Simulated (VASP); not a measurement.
# Y (P6_3/mmc) in VASP: a series of runs, part 2 of 2

VASP 6.6.1. The steps go on from the part before.

### Step 3. Single point, PBEsol

This run uses another cell than the first one: it holds 4 atoms, not 2.

INCAR reads:

```
PREC = Accurate ; ENCUT = 520
EDIFF = 1E-6 ; ISMEAR = 0
SIGMA = 0.1 ; LREAL = F
LASPH = T ; NELM = 80
ALGO = Fast ; ISIF = 2
LWAVE = F ; LCHARG = F
GGA = PS ; NBANDS = 30
```

KPOINTS reads:

```
regular mesh
0
Gamma
  15 15 4
```

POSCAR reads:

```
Y
1.0
    3.5381295045      0.0000000000      0.0000000000
   -1.7690647523      3.0641100328      0.0000000000
    0.0000000000      0.0000000000     11.3846928259
Y
4
Direct
    0.0000000000      0.0000000000      0.0000000000
    0.3333333333      0.6666666667      0.2500000000
    0.0000000000      0.0000000000      0.5000000000
    0.6666666667      0.3333333333      0.7500000000
```

Potentials or basis: VASP PAW PBE potentials, release 64 (Y_sv).

The run is started by

```console
$ cat potpaw_PBE.64/Y_sv/POTCAR > POTCAR
$ mpirun -np 1 vasp_std > vasp.out
```

OUTCAR:

```text
PREC = Accurate
   ENCUT = 520
   EDIFF = 1E-6
   ISMEAR = 0
   LREAL = F
   LASPH = T
   NELM = 80
   ISIF = 2
   GGA = PS

 ion  position               nearest neighbor table
   1  0.000  0.000  0.000-   2 3.50   4 3.50   4 3.50   2 3.50   4 3.50   2 3.50
   2  0.333  0.667  0.250-   1 3.50   3 3.50   1 3.50   3 3.50   1 3.50   3 3.50
   3  0.000  0.000  0.500-   2 3.50   4 3.50   4 3.50   2 3.50   4 3.50   2 3.50
   4  0.667  0.333  0.750-   1 3.50   3 3.50   1 3.50   3 3.50   1 3.50   3 3.50

[... 989 lines left out ...]
     30       6.0208      0.00000

 [... further k-points ...]
[... 5 lines left out ...]
  --------------------------------------------------------------------------------------
  -------------------------------------------------------------------------------------
  Total       -0.1212798     -0.1212798     -0.1322775      0.0000000     -0.0000000     -0.0000000
  in kB       -1.5743441     -1.5743441     -1.7171063      0.0000000     -0.0000000     -0.0000000
  external PRESSURE =      -1.6219315 kB  Pullay stress =       0.0000000 kB

 VOLUME and BASIS-vectors are now :
 -----------------------------------------------------------------------------
  energy-cutoff  :      520.00
  volume of cell :      123.42
      direct lattice vectors                 reciprocal lattice vectors
     3.538129505  0.000000000  0.000000000     0.282635217  0.163179519  0.000000000
    -1.769064752  3.064110033  0.000000000     0.000000000  0.326359037  0.000000000
     0.000000000  0.000000000 11.384692826     0.000000000  0.000000000  0.087837240

 POSITION                                       TOTAL-FORCE (eV/Angst)
 -----------------------------------------------------------------------------------
      0.00000      0.00000      0.00000        -0.000000      0.000000     -0.000000
     -0.00000      2.04274      2.84617         0.000000     -0.000000      0.000000
      0.00000      0.00000      5.69235         0.000000      0.000000     -0.000000
      1.76906      1.02137      8.53852        -0.000000      0.000000     -0.000000
 -----------------------------------------------------------------------------------
    total drift:                                0.000000     -0.000000      0.000000

  FREE ENERGIE OF THE ION-ELECTRON SYSTEM (eV)
  ---------------------------------------------------
  free  energy   TOTEN  =       -27.2877939085 eV

  energy  without entropy=      -27.2565249878  energy(sigma->0) =      -27.27215945
```

OSZICAR:

```text
N       E                     dE             d eps       ncg     rms          rms(c)
DAV:   1     0.221852675498E+03    0.22185E+03   -0.22155E+04  4860   0.141E+03
DAV:   2    -0.590781534944E+01   -0.22776E+03   -0.22141E+03  5550   0.334E+02
DAV:   3    -0.268218826892E+02   -0.20914E+02   -0.20154E+02  8048   0.551E+01
[... 11 lines left out ...]
RMM:  15    -0.272878216385E+02    0.89872E-04   -0.20390E-04  8029   0.900E-02    0.198E-01
RMM:  16    -0.272877899582E+02    0.31680E-04   -0.16396E-04  7946   0.773E-02    0.871E-02
RMM:  17    -0.272877898106E+02    0.14760E-06   -0.94145E-05  8048   0.535E-02    0.500E-03
RMM:  18    -0.272877931706E+02   -0.33600E-05   -0.29462E-05  7456   0.163E-02    0.120E-02
RMM:  19    -0.272877939085E+02   -0.73790E-06   -0.84327E-06  5546   0.850E-03
   1 F= -.27287794E+02 E0= -.27272159E+02  d E =-.312689E-01
```

stdout:

```text
POSCAR found type information on POSCAR Y
 POSCAR found :  1 types and       4 ions
 scaLAPACK will be used
 -----------------------------------------------------------------------------
|                                                                             |
|                                                                             |
|     You enforced a specific xc type in the INCAR file but a different       |
|     I HOPE YOU KNOW WHAT YOU ARE DOING!                                     |
|                                                                             |
 -----------------------------------------------------------------------------

 LDA part: xc-table for (Slater+PW92), standard interpolation
 POSCAR, INCAR and KPOINTS ok, starting setup
 FFT: planning ... GRIDC
 FFT: planning ... GRID_SOFT
 FFT: planning ... GRID
 WAVECAR not read
 entering main loop
WARNING in EDDRMM: call to ZHEGV failed, returncode =   8  4     19
WARNING in EDDRMM: call to ZHEGV failed, returncode =   8  4     23
WARNING in EDDRMM: call to ZHEGV failed, returncode =   8  4     23
WARNING in EDDRMM: call to ZHEGV failed, returncode =   6  3     29
WARNING in EDDRMM: call to ZHEGV failed, returncode =   8  4     26
WARNING in EDDRMM: call to ZHEGV failed, returncode =   8  4     30
WARNING in EDDRMM: call to ZHEGV failed, returncode =   6  3      5
WARNING in EDDRMM: call to ZHEGV failed, returncode =   8  4      6
WARNING in EDDRMM: call to ZHEGV failed, returncode =   6  3     19
WARNING in EDDRMM: call to ZHEGV failed, returncode =   8  4     29
```

It took 16 min on 1 thread of Intel Xeon 8259CL, shared host; peak memory 0.41 GiB.

Results:

* Free energy: -27.2878 eV
* Pressure: -0.2 GPa
* Band gap on the k mesh: zero (bands 22 and 23 overlap by 1.26 eV)

Caveat: the PAW data sets were made with another functional, which shifts forces and pressure a little.

### Step 4. Relaxation of cell and atoms, PBEsol

This run uses another cell than the first one, of 33.01 Å³/atom.

INCAR reads:

```
SYSTEM = Y
PREC = Accurate
ENCUT = 600
EDIFF = 1E-6
ISMEAR = 0
SIGMA = 0.1
LREAL = .False.
LASPH = .True.
NELM = 80
ALGO = Fast
ISIF = 3
LWAVE = .False.
LCHARG = .False.
GGA = PS
IBRION = 2
NSW = 100
EDIFFG = -0.005
```

KPOINTS reads:

```
Automatic mesh
0
Gamma
  15 15 8
  0 0 0
```

POSCAR reads:

```
Y
1.0
    3.6007600000      0.0000000000      0.0000000000
   -1.8003800000      3.1183500000      0.0000000000
    0.0000000000      0.0000000000      5.8800160000
Y
2
Direct
    0.0000000000      0.0000000000      0.0000000000
    0.3333333300      0.6666666700      0.5000000000
```

The run is started by

```console
$ cat potpaw_PBE.64/Y_sv/POTCAR > POTCAR
$ mpirun -np 1 vasp_std > vasp.out
```

Wall time 30 min (1 thread of Intel Xeon 8259CL, shared host); peak memory 0.35 GiB.

It converged, with:

```
Free energy                           : -13.6497 eV
Relaxed volume                        : 31.24 Å³/atom
Relaxed cell                          : a = 3.596 Å, b = 3.596 Å, c = 5.579 Å, α = 90.00°, β = 90.00°, γ = 120.00°
Space group after relaxing (to 0.1 Å) : P6_3/mmc (No. 194)
Energy gained by relaxing             : 22.9 meV/atom
Ionic steps                           : 7
Pressure after relaxing               : 0.0 GPa
Band gap on the k mesh                : zero (bands 11 and 12 overlap by 1.59 eV)
```

Step by step:
| step | energy change (eV) | largest force (eV/Å) | pressure (GPa) | volume (Å³) |
| --- | --- | --- | --- | --- |
| 1 | 0.0000 | 0.0000 | -2.20 | 66.02 |
| 2 | -0.0407 | 0.0000 | 0.43 | 61.77 |
| 3 | -0.0407 | 0.0000 | 0.38 | 61.85 |
| 4 | -0.0449 | 0.0000 | 0.15 | 62.19 |
| 5 | -0.0457 | 0.0000 | 0.01 | 62.43 |
| 6 | -0.0457 | 0.0000 | 0.04 | 62.40 |
| 7 | -0.0457 | 0.0000 | -0.02 | 62.47 |

Final structure:
```
CELL_PARAMETERS angstrom
3.59587 0.00000 0.00000
-1.79793 3.11411 0.00000
0.00000 0.00000 5.57897
ATOMIC_POSITIONS crystal
Y 0.00000 0.00000 0.00000
Y 0.33333 0.66667 0.50000
```

Levels at points of the mesh, in eV from the Fermi level:
```csv
k point,band 7,band 8,band 9,band 10,band 11,band 12,band 13,band 14,band 15
"(0.00, 0.00, 0.00)",-22.17,-22.12,-4.77,-1.93,1.14,1.77,1.77,2.19,2.44
"(0.00, 0.00, 0.50)",-22.22,-22.22,-3.25,-3.25,1.02,1.02,1.67,1.67,1.67
```

Caveat: the PAW data sets were made with another functional, which shifts forces and pressure a little.

### Step 5. Single point, PBEsol

This run uses another cell than the first one: it holds 6 atoms, not 2.

INCAR reads:

```
SYSTEM = Y
PREC = Accurate
ENCUT = 520
EDIFF = 1E-6
ISMEAR = 0
SIGMA = 0.1
LREAL = .False.
LASPH = .True.
NELM = 60
ALGO = Fast
ISIF = 2
LWAVE = .False.
LCHARG = .False.
GGA = PS
NBANDS = 42
```

KPOINTS reads:

```
regular mesh
0
Gamma
  15 15 3
  0 0 0
```

POSCAR reads:

```
Y
1.0
    3.5349434937      0.0000000000      0.0000000000
   -1.7674717469      3.0613508665      0.0000000000
    0.0000000000      0.0000000000     17.1134123966
Y
6
Direct
    0.0000000000      0.0000000000      0.0000000000
    0.3333333333      0.6666666667      0.1660434131
    0.6666666667      0.3333333333      0.3339565869
    0.0000000000      0.0000000000      0.5000000000
    0.6666666667      0.3333333333      0.6660434131
    0.3333333333      0.6666666667      0.8339565869
```

Potentials or basis: VASP PAW PBE potentials, release 64 (Y_sv).

The run is started by

```console
$ cat potpaw_PBE.64/Y_sv/POTCAR > POTCAR
$ mpirun -np 1 vasp_std > vasp.out
```

OUTCAR:

```text
SYSTEM = Y
   PREC = Accurate
   ENCUT = 520
   EDIFF = 1E-6
   ISMEAR = 0
   LREAL = .False.
   LASPH = .True.
   NELM = 60
   ISIF = 2
   GGA = PS

 ion  position               nearest neighbor table
   1  0.000  0.000  0.000-   2 3.50   6 3.50   2 3.50   6 3.50   2 3.50   6 3.50
   2  0.333  0.667  0.166-   1 3.50   1 3.50   1 3.50   3 3.52   3 3.52   3 3.52
   3  0.667  0.333  0.334-   4 3.50   4 3.50   4 3.50   2 3.52   2 3.52   2 3.52
   4  0.000  0.000  0.500-   3 3.50   5 3.50   3 3.50   5 3.50   3 3.50   5 3.50
   5  0.667  0.333  0.666-   4 3.50   4 3.50   4 3.50   6 3.52   6 3.52   6 3.52
   6  0.333  0.667  0.834-   1 3.50   1 3.50   1 3.50   5 3.52   5 3.52   5 3.52

  LATTYP: Found a hexagonal cell.
 ALAT       =     3.5349434937
 C/A-ratio  =     4.8412124344

  Lattice vectors:

 A1 = (   3.5349434937,   0.0000000000,   0.0000000000)
 A2 = (  -1.7674717469,   3.0613508665,   0.0000000000)
 A3 = (   0.0000000000,   0.0000000000,  17.1134123966)

Analysis of symmetry for initial positions (statically):
=====================================================================
 Subroutine PRICEL returns:
 Original cell was already a primitive cell.

 Routine SETGRP: Setting up the symmetry group for a
 hexagonal supercell.

 Subroutine GETGRP returns: Found 24 space group operations
 (whereof 12 operations were pure point group operations)
 out of a pool of 24 trial point group operations.

The static configuration has the point symmetry D_3h.
 The point group associated with its full space group is D_6h.

Analysis of symmetry for dynamics (positions and initial velocities):
=====================================================================
 Subroutine PRICEL returns:
 Original cell was already a primitive cell.

 Routine SETGRP: Setting up the symmetry group for a
 hexagonal supercell.

 Subroutine GETGRP returns: Found 24 space group operations
 (whereof 12 operations were pure point group operations)
 out of a pool of 24 trial point group operations.

The dynamic configuration has the point symmetry D_3h.
 The point group associated with its full space group is D_6h.

[... 127 lines left out ...]
  volume/ion in A,a.u.               =      30.87       208.29
  Fermi-wavevector in a.u.,A,eV,Ry     =   1.160679  2.193365 18.329434  1.347175
  Thomas-Fermi vector in A             =   2.297259
   LORBIT       =      0    0 simple, 1 ext, 2 COOP (PROOUT), +10 PAW based schemes
   GGA     = PS    functional components
   LHFCALC =     F    Hartree Fock is set to
   AEXX    =    0.0000 exact exchange contribution
   IVDW    =     0    specifies the selected vdW correction
   LEPSILON=     F    determine dielectric tensor
   LRPA    =     F    only Hartree local field effects (RPA)
 non-spin polarized calculation
 RMM-DIIS sequential band-by-band and
 Gauss-broadening in eV      SIGMA  =   0.10
  energy-cutoff  :      520.00
  volume of cell :      185.20
 maximum number of plane-waves:      5045
 NGX is ok and might be reduce to    28

 number of electron      66.0000001 magnetization

 Free energy of the ion-electron system (eV)
  ---------------------------------------------------
  ext. energy  EPLUGINS =         0.00000000
  ---------------------------------------------------
  free energy    TOTEN  =       -40.90212984 eV

  energy without entropy =      -40.85919771  energy(sigma->0) =      -40.88066378

 E-fermi :   3.2253     XC(G=0):  -9.7775

 val. band max:        3.2245651947   @ k =   0.2000  -0.0000   0.3333
 cond. band min:       3.2322468951   @ k =   0.2667   0.1333   0.3333
 fundamental gap:      0.0076817004
 Fermi energy:         3.2253026903

 k-point     1 :       0.0000    0.0000    0.0000
  band No.  band energies     occupation
      1     -39.2353      2.00000
      2     -39.2208      2.00000
      3     -39.2057      2.00000
      4     -39.1799      2.00000
      5     -39.1522      2.00000
      6     -39.1408      2.00000
[... 1069 lines left out ...]
     41       4.3592      0.00000
     42       4.6009      0.00000

 [... further k-points ...]
[... 5 lines left out ...]
  --------------------------------------------------------------------------------------
  -------------------------------------------------------------------------------------
  Total       -0.1453085     -0.1453085     -0.1886852      0.0000000      0.0000000      0.0000000
  in kB       -1.2570991     -1.2570991     -1.6323608      0.0000000      0.0000000      0.0000000
  external PRESSURE =      -1.3821863 kB  Pullay stress =       0.0000000 kB

 VOLUME and BASIS-vectors are now :
 -----------------------------------------------------------------------------
  energy-cutoff  :      520.00
  volume of cell :      185.20
      direct lattice vectors                 reciprocal lattice vectors
     3.534943494  0.000000000  0.000000000     0.282889953  0.163326591  0.000000000
    -1.767471747  3.061350867  0.000000000     0.000000000  0.326653181  0.000000000
     0.000000000  0.000000000 17.113412397     0.000000000  0.000000000  0.058433700

 POSITION                                       TOTAL-FORCE (eV/Angst)
 -----------------------------------------------------------------------------------
      0.00000      0.00000      0.00000        -0.000000     -0.000000      0.000000
     -0.00000      2.04090      2.84157         0.000000      0.000000     -0.008132
      1.76747      1.02045      5.71514        -0.000000     -0.000000      0.008132
      0.00000      0.00000      8.55671        -0.000000     -0.000000      0.000000
      1.76747      1.02045     11.39828        -0.000000     -0.000000     -0.008132
     -0.00000      2.04090     14.27184         0.000000      0.000000      0.008132
 -----------------------------------------------------------------------------------
    total drift:                                0.000000      0.000000      0.000000

  FREE ENERGIE OF THE ION-ELECTRON SYSTEM (eV)
  ---------------------------------------------------
  free  energy   TOTEN  =       -40.9021298405 eV

  energy  without entropy=      -40.8591977138  energy(sigma->0) =      -40.88066378
```

OSZICAR:

```text
N       E                     dE             d eps       ncg     rms          rms(c)
DAV:   1     0.375651174427E+03    0.37565E+03   -0.32752E+04  4536   0.152E+03
DAV:   2    -0.291166416317E+01   -0.37856E+03   -0.36656E+03  5170   0.373E+02
DAV:   3    -0.384717177426E+02   -0.35560E+02   -0.34330E+02  7032   0.638E+01
[... 12 lines left out ...]
RMM:  16    -0.409021185930E+02   -0.11091E-04   -0.10134E-04  7559   0.263E-02    0.187E-02
RMM:  17    -0.409021252224E+02   -0.66294E-05   -0.63173E-05  6853   0.174E-02    0.717E-03
RMM:  18    -0.409021277813E+02   -0.25589E-05   -0.23252E-05  6011   0.110E-02    0.781E-03
RMM:  19    -0.409021293127E+02   -0.15314E-05   -0.14397E-05  5259   0.814E-03    0.686E-04
RMM:  20    -0.409021298405E+02   -0.52783E-06   -0.59147E-06  4314   0.558E-03
   1 F= -.40902130E+02 E0= -.40880664E+02  d E =-.429321E-01
```

stdout:

```text
POSCAR found type information on POSCAR Y
 POSCAR found :  1 types and       6 ions
 scaLAPACK will be used
 -----------------------------------------------------------------------------
|                                                                             |
|                                                                             |
[... 18 lines left out ...]
WARNING in EDDRMM: call to ZHEGV failed, returncode =   6  3     26
WARNING in EDDRMM: call to ZHEGV failed, returncode =   8  4     17
WARNING in EDDRMM: call to ZHEGV failed, returncode =   8  4     13
WARNING in EDDRMM: call to ZHEGV failed, returncode =   6  3     24
WARNING in EDDRMM: call to ZHEGV failed, returncode =   6  3     10
WARNING in EDDRMM: call to ZHEGV failed, returncode =   6  3     14
WARNING in EDDRMM: call to ZHEGV failed, returncode =   6  3      9
WARNING in EDDRMM: call to ZHEGV failed, returncode =   8  4     16
```

Wall time 28 min (1 thread of Intel Xeon 8259CL, shared host); peak memory 0.51 GiB.

What came out:

```yaml
Free_energy: -40.9021 eV
Pressure: -0.1 GPa
Largest_force: 0.008 eV/Å
Band_gap_on_the_k_mesh: zero (bands 33 and 34 overlap by 1.36 eV)
```

Forces on the atoms (eV/Å):
```
Y    0.000  0.000  0.000
Y    0.000  0.000 -0.008
Y    0.000  0.000  0.008
Y    0.000  0.000  0.000
Y    0.000  0.000 -0.008
Y    0.000  0.000  0.008
```

Caveat: the PAW data sets were made with another functional, which shifts forces and pressure a little.

### Step 6. Summary

```tsv
task	cell	k mesh	cutoff (eV)	gap on the mesh (eV)	pressure (GPa)
single point	a = 3.599, b = 3.599, c = 5.582 Å, angles 90.0, 90.0, 120.0°, 2 atoms, atomic positions A	15 × 15 × 8	520	none	-0.1
single point	a = 3.538, b = 3.538, c = 11.385 Å, angles 90.0, 90.0, 120.0°, 4 atoms, atomic positions B	15 × 15 × 4	520	none	-0.2
relaxation of cell and atoms	relaxed from a = 3.601, b = 3.601, c = 5.880 Å, angles 90.0, 90.0, 120.0°, 2 atoms, atomic positions A	15 × 15 × 8	600	none	0.0
single point	a = 3.535, b = 3.535, c = 17.113 Å, angles 90.0, 90.0, 120.0°, 6 atoms, atomic positions C	15 × 15 × 3	520	none	-0.1
```

Alike in all rows: level PBEsol; potentials or basis VASP PAW PBE potentials, release 64 (Y_sv); no spin polarisation; smearing gaussian 0.1 eV.

Caveats: the PAW data sets were made with another functional, which shifts forces and pressure a little.

Absolute energies hang on the potentials; compare differences alone.

The gap in the log of VASP goes by the Fermi energy; the results here count the filled bands.